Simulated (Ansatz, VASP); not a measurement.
# One calculation of SrO, two programs

```
CELL_PARAMETERS angstrom
0.00000 2.57163 2.61319
2.57163 0.00000 2.61319
2.57163 2.57163 0.00000
ATOMIC_POSITIONS crystal
Sr 0.00000 0.00000 0.00000
O 0.50000 0.50000 0.50000
```

Change from the starting cell: strained cell.

Alike in both runs: functional PBE; k mesh 6 × 6 × 6; occupations gaussian, width 0.02 eV; no spin polarisation.

Ansatz relaxed the structure, and its values are those at the end. VASP's run is a single point on that final structure, the one shown.

```csv
,VASP,Ansatz
version,VASP 6.6.1,Ansatz 0.2.0
potentials or method,"VASP PAW PBE potentials, release 64 (Sr_sv, O), cutoff 600 eV","scalar-relativistic, plane waves, PAW"
valence electrons in the cell,16,16
```

VASP gave:

- gap on the k mesh at the Fermi level (eV): 3.24
- least direct gap on the mesh (eV): 3.33
- pressure (GPa): 1.7

Task: Which values does Ansatz return?

Result: gap on the k mesh at the Fermi level (eV): 3.29; least direct gap on the mesh (eV): 3.37; pressure (GPa): 1.3.

Ansatz's warnings: stress scf threshold loose.
